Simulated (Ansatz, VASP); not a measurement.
# SiO2: VASP beside Ansatz

```
Si O
1.0
    -2.36611    2.36611    3.73148
     2.36611   -2.36611    3.73148
     2.36611    2.36611   -3.73148
Si O
2 4
Direct
  0.00000 0.00000 0.00000
  0.75000 0.25000 0.50000
  0.99838 0.62500 0.87338
  0.37500 0.24838 0.37338
  0.75162 0.12500 0.12662
  0.87500 0.00162 0.62662
```

Change from the starting cell: volume scaled by 0.99.

Alike in both runs: task single point; functional PBE; k mesh 7 × 7 × 7; occupations fermi-dirac, width 0.03 eV; no spin polarisation.

|  | VASP | Ansatz |
| --- | --- | --- |
| version | VASP 6.6.1 | Ansatz 0.2.0 |
| potentials or method | VASP PAW PBE potentials, release 64 (Si, O), cutoff 520 eV | all-electron LAPW, scalar-relativistic |

VASP gave:

```
gap on the k mesh at the Fermi level (eV)                     : 6.11
pressure (GPa)                                                : 5.5
traceless stress, the component that is largest in VASP (GPa) : -1.21
rms of the force components (eV/Å)                            : 0.125
```

Q: Estimate Ansatz's values.

A: gap on the k mesh at the Fermi level (eV): 6.12; pressure (GPa): 5.3; traceless stress, the component that is largest in VASP (GPa): -1.28; rms of the force components (eV/Å): 0.123.

Atom by atom the forces differ by 0.001 eV/Å (rms over components). Ansatz ran all-electron here, and VASP with PAW potentials.
